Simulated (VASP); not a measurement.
# Hf (Im-3m) in VASP: a series of runs

Hf is run at these levels: PBE; tasks: single point.

Everything below comes from runs of VASP 6.6.1. Logs are shortened: lines on timing, memory, paths and dates and some standing lists are left out, and cuts for length are marked.

**1. The cell of the first run**

It takes space group Im-3m (No. 229, cubic). The conventional cell has a = 3.224 Å, b = 3.224 Å, c = 3.224 Å, α = 90.00°, β = 90.00°, γ = 90.00°. Hf (site symmetry m-3m) has 14 Hf at 2.79 to 3.22 Å within 3.7 Å.

**2. Single point, PBE (volume scaled by 0.75)**

INCAR reads:

```
PREC = Accurate
ENCUT = 520
EDIFF = 1E-6
ISMEAR = -1
SIGMA = 0.08
LREAL = F
LASPH = T
NELM = 100
ALGO = Normal
ISIF = 2
LWAVE = F
LCHARG = F
GGA = PE
NBANDS = 11
```

KPOINTS reads:

```
regular mesh
0
Gamma
  17 17 17
```

POSCAR reads:

```
Hf
1.0
   -1.6118233640      1.6118233640      1.6118233640
    1.6118233640     -1.6118233640      1.6118233640
    1.6118233640      1.6118233640     -1.6118233640
Hf
1
Direct
    0.0000000000      0.0000000000      0.0000000000
```

Potentials or basis: VASP PAW PBE potentials, release 64 (Hf_pv).

The run is started by

```console
cat potpaw_PBE.64/Hf_pv/POTCAR > POTCAR
mpirun -np 1 vasp_std > vasp.out
```

OUTCAR:

```text
PREC = Accurate
   ENCUT = 520
   EDIFF = 1E-6
   ISMEAR = -1
   LREAL = F
   LASPH = T
   NELM = 100
   ISIF = 2
   GGA = PE

 ion  position               nearest neighbor table
   1  0.000  0.000  0.000-

  LATTYP: Found a body centered cubic cell.
 ALAT       =     3.2236467280

  Lattice vectors:

 A1 = (  -1.6118233640,   1.6118233640,   1.6118233640)
 A2 = (   1.6118233640,  -1.6118233640,   1.6118233640)
 A3 = (   1.6118233640,   1.6118233640,  -1.6118233640)

Analysis of symmetry for initial positions (statically):
=====================================================================
 Subroutine PRICEL returns:
 Original cell was already a primitive cell.

 Routine SETGRP: Setting up the symmetry group for a
 body centered cubic supercell.

 Subroutine GETGRP returns: Found 48 space group operations
 (whereof 48 operations were pure point group operations)
 out of a pool of 48 trial point group operations.

The static configuration has the point symmetry O_h .

Analysis of symmetry for dynamics (positions and initial velocities):
=====================================================================
 Subroutine PRICEL returns:
 Original cell was already a primitive cell.

 Routine SETGRP: Setting up the symmetry group for a
 body centered cubic supercell.

 Subroutine GETGRP returns: Found 48 space group operations
 (whereof 48 operations were pure point group operations)
 out of a pool of 48 trial point group operations.

The dynamic configuration has the point symmetry O_h .

 Subroutine INISYM returns: Found 48 space group operations
 (whereof 48 operations are pure point group operations),
 and found     1 'primitive' translations

----------------------------------------------------------------------------------------

                                     Primitive cell

  volume of cell :      16.7499

  direct lattice vectors                    reciprocal lattice vectors
    -1.611823364  1.611823364  1.611823364     0.000000000  0.310207688  0.310207688
     1.611823364 -1.611823364  1.611823364     0.310207688  0.000000000  0.310207688
     1.611823364  1.611823364 -1.611823364     0.310207688  0.310207688  0.000000000

  length of vectors
     2.791759959  2.791759959  2.791759959     0.438699920  0.438699920  0.438699920

  position of ions in fractional coordinates (direct lattice)
     0.000000000  0.000000000  0.000000000

  ion indices of the primitive-cell ions
   primitive index   ion index
                 1           1

----------------------------------------------------------------------------------------

 KPOINTS: regular mesh

Automatic generation of k-mesh.
 Grid dimensions read from file:
 generate k-points for:   17   17   17

 Generating k-lattice:

  Cartesian coordinates                     Fractional coordinates (reciprocal lattice)
     0.000000000  0.018247511  0.018247511     0.058823529  0.000000000  0.000000000
     0.018247511  0.000000000  0.018247511     0.000000000  0.058823529  0.000000000
     0.018247511  0.018247511  0.000000000     0.000000000  0.000000000  0.058823529

  Length of vectors
     0.025805878  0.025805878  0.025805878

  Shift w.r.t. Gamma in fractional coordinates (k-lattice)
     0.000000000  0.000000000  0.000000000

 Subroutine IBZKPT returns following result:
 ===========================================

 Found    165 irreducible k-points:

 Following reciprocal coordinates:
            Coordinates               Weight
  0.000000  0.000000  0.000000      1.000000
  0.058824  0.000000  0.000000     12.000000
  0.117647  0.000000  0.000000     12.000000
  0.176471  0.000000  0.000000     12.000000
  0.235294  0.000000  0.000000     12.000000
  0.294118  0.000000  0.000000     12.000000
[... 16 lines left out ...]
  0.411765  0.117647  0.000000     48.000000
  0.176471  0.176471  0.000000     24.000000
 [... further k-points ...]
   k-points           NKPTS =    165   k-points in BZ     NKDIM =    165   number of bands    NBANDS=     11
   number of dos      NEDOS =    301   number of ions     NIONS =      1
   total plane-waves  NPLWV =  13824
   dimension x,y,z NGX =    24 NGY =   24 NGZ =   24
   dimension x,y,z NGXF=    48 NGYF=   48 NGZF=   48
   ions per type =               1
   NGX,Y,Z   is equivalent  to a cutoff of  14.29, 14.29, 14.29 a.u.
   NGXF,Y,Z  is equivalent  to a cutoff of  28.58, 28.58, 28.58 a.u.
 SYSTEM =  unknown system
   PREC   = accura    normal or accurate (medium, high low for compatibility)
   ISTART =      0    job   : 0-new  1-cont  2-samecut
   ICHARG =      2    charge: 1-file 2-atom 10-const
   ISPIN  =      1    spin polarized calculation?
   LNONCOLLINEAR =      F non collinear calculations
   LSORBIT =      F    spin-orbit coupling
   LASPH  =      T    aspherical Exc in radial PAW
   ENCUT  =  520.0 eV  38.22 Ry    6.18 a.u.   5.19  5.19  5.19*2*pi/ulx,y,z
   NELM   =    100;   NELMIN=  2; NELMDL= -5     # of ELM steps
   EDIFF  = 0.1E-05   stopping-criterion for ELM
   LREAL  =      F    real-space projection
   EDIFFG = 0.1E-04   stopping-criterion for IOM
   NSW    =      0    number of steps for IOM
   IBRION =     -1    ionic relax: 0-MD 1-quasi-New 2-CG
   NFREE  =      0    steps in history (QN), initial steepest desc. (CG)
   ISIF   =      2    stress and relaxation
   ISYM   =      2    0-nonsym 1-usesym 2-fastsym
   POTIM  = 0.5000    time-step for ionic-motion
   TEBEG  =    0.0;   TEEND  =   0.0 temperature during run
   PSTRESS=    0.0 pullay stress
   NELECT =      10.0000    total number of electrons
   NUPDOWN=      -1.0000    fix difference up-down
   EMIN   =  10.00;   EMAX   =-10.00  energy-range for DOS
   EFERMI =   0.00;   METHOD = LEGACY
   ISMEAR =    -1;   SIGMA  =   0.08  broadening in eV -4-tet -1-fermi 0-gaus
   EFERMI_NEDOS =   21; number of points for ismear=-14 and -15
   IALGO  =     38    algorithm
   IMIX   =      4    mixing-type and parameters
     AMIX     =   0.40;   BMIX     =  1.00
     AMIX_MAG =   1.60;   BMIX_MAG =  1.00
  volume/ion in A,a.u.               =      16.75       113.03
  Fermi-wavevector in a.u.,A,eV,Ry     =   1.378491  2.604971 25.854314  1.900238
  Thomas-Fermi vector in A             =   2.503548
   LORBIT       =      0    0 simple, 1 ext, 2 COOP (PROOUT), +10 PAW based schemes
   GGA     = PE    functional components
   LHFCALC =     F    Hartree Fock is set to
   AEXX    =    0.0000 exact exchange contribution
   IVDW    =     0    specifies the selected vdW correction
   LEPSILON=     F    determine dielectric tensor
   LRPA    =     F    only Hartree local field effects (RPA)
 non-spin polarized calculation
  energy-cutoff  :      520.00
  volume of cell :       16.75
 maximum number of plane-waves:       466
 NGX is ok and might be reduce to    24
   NGX = 11   NGY = 11   NGZ = 11

 number of electron      10.0000000 magnetization

 number of electron       9.9999999 magnetization

 Free energy of the ion-electron system (eV)
  ---------------------------------------------------
  ext. energy  EPLUGINS =         0.00000000
  ---------------------------------------------------
  free energy    TOTEN  =        -9.13129855 eV

  energy without entropy =       -9.10768208  energy(sigma->0) =       -9.11949031

 E-fermi :   6.7095     XC(G=0): -12.6731

 val. band max:        6.7051670474   @ k =   0.1765   0.0588   0.0588
 cond. band min:       6.7111226118   @ k =  -0.3529   0.3529   0.1176
 fundamental gap:      0.0059555645
 Fermi energy:         6.7095164055

 k-point     1 :       0.0000    0.0000    0.0000
  band No.  band energies     occupation
      1     -21.9733      2.00000
      2     -21.9733      2.00000
      3     -21.9733      2.00000
      4      -1.1098      2.00000
      5       8.4075      0.00000
      6       8.4075      0.00000
      7       8.4075      0.00000
      8      12.1010      0.00000
      9      12.1010      0.00000
     10      21.4742      0.00000
     11      21.4742      0.00000

 k-point     2 :       0.0588    0.0000    0.0000
  band No.  band energies     occupation
      1     -22.0526      2.00000
      2     -21.9957      2.00000
      3     -21.9742      2.00000
      4      -0.9228      2.00000
      5       8.2713      0.00000
      6       8.3597      0.00000
      7       8.5900      0.00000
      8      11.8546      0.00000
      9      12.0913      0.00000
     10      20.9713      0.00000
     11      21.6679      0.00000

 k-point     3 :       0.1176    0.0000    0.0000
  band No.  band energies     occupation
      1     -22.2744      2.00000
      2     -22.0594      2.00000
      3     -21.9768      2.00000
      4      -0.3914      2.00000
      5       7.9065      0.00000
      6       8.1580      0.00000
      7       9.1312      0.00000
      8      11.4155      0.00000
      9      12.0813      0.00000
     10      20.9708      0.00000
     11      22.1758      0.00000

 k-point     4 :       0.1765    0.0000    0.0000
  band No.  band energies     occupation
      1     -22.5972      2.00000
      2     -22.1545      2.00000
      3     -21.9807      2.00000
      4       0.3930      2.00000
      5       7.4112      0.00031
      6       7.7475      0.00000
      7      10.0124      0.00000
      8      11.2358      0.00000
      9      12.1149      0.00000
     10      20.9697      0.00000
     11      22.7150      0.00000
[... 239 lines left out ...]
 k-point    22 :       0.3529    0.1176    0.0000
  band No.  band energies     occupation
      1     -23.8091      2.00000
      2     -22.6425      2.00000
      3     -22.0956      2.00000
      4       2.8991      2.00000
      5       5.8010      1.99998
      6       7.8992      0.00000
      7      11.8909      0.00000
      8      13.4960      0.00000
      9      16.4679      0.00000
     10      20.2687      0.00000
     11      20.9342      0.00000

 k-point    23 :       0.4118    0.1176    0.0000
  band No.  band energies     occupation
      1     -23.9080      2.00000
      2     -22.6934      2.00000
      3     -22.0987      2.00000
      4       2.8601      2.00000
      5       5.6896      1.99999
      6       8.5121      0.00000
      7      11.8850      0.00000
      8      13.7634      0.00000
      9      17.5840      0.00000
     10      19.8739      0.00000
     11      20.6436      0.00000

 k-point    24 :       0.1765    0.1765    0.0000
  band No.  band energies     occupation
      1     -23.3058      2.00000
      2     -22.4102      2.00000
      3     -22.1141      2.00000
      4       2.5345      2.00000
      5       6.2985      1.98832
      6       6.7482      0.76259
      7      10.9344      0.00000
      8      13.1850      0.00000
      9      13.3060      0.00000
     10      20.9598      0.00000
     11      22.5541      0.00000

 [... further k-points ...]
[... 5 lines left out ...]
  --------------------------------------------------------------------------------------
  -------------------------------------------------------------------------------------
  Total        4.7253840      4.7253840      4.7253840     -0.0000000      0.0000000      0.0000000
  in kB      451.9968004    451.9968004    451.9968004     -0.0000000      0.0000000      0.0000000
  external PRESSURE =     451.9968004 kB  Pullay stress =       0.0000000 kB

 VOLUME and BASIS-vectors are now :
 -----------------------------------------------------------------------------
  energy-cutoff  :      520.00
  volume of cell :       16.75
      direct lattice vectors                 reciprocal lattice vectors
    -1.611823364  1.611823364  1.611823364     0.000000000  0.310207688  0.310207688
     1.611823364 -1.611823364  1.611823364     0.310207688  0.000000000  0.310207688
     1.611823364  1.611823364 -1.611823364     0.310207688  0.310207688  0.000000000

 POSITION                                       TOTAL-FORCE (eV/Angst)
 -----------------------------------------------------------------------------------
      0.00000      0.00000      0.00000         0.000000      0.000000      0.000000
 -----------------------------------------------------------------------------------
    total drift:                                0.000000      0.000000     -0.000000

  FREE ENERGIE OF THE ION-ELECTRON SYSTEM (eV)
  ---------------------------------------------------
  free  energy   TOTEN  =        -9.1312985462 eV

  energy  without entropy=       -9.1076820785  energy(sigma->0) =       -9.11949031
```

It took 15 s on 1 thread of Intel Xeon 6975P-C, shared host; peak memory 0.16 GiB.

What came out:

* Free energy: -9.1313 eV
* Pressure: 45.2 GPa
* Band gap on the k mesh: zero (band 5 reaches 8.41 eV, above the bottom of band 6 at 5.68 eV)

Caveat: spin-orbit coupling is left out, which moves the levels of the heavy elements.

(Part 1 of 2 ends here.)
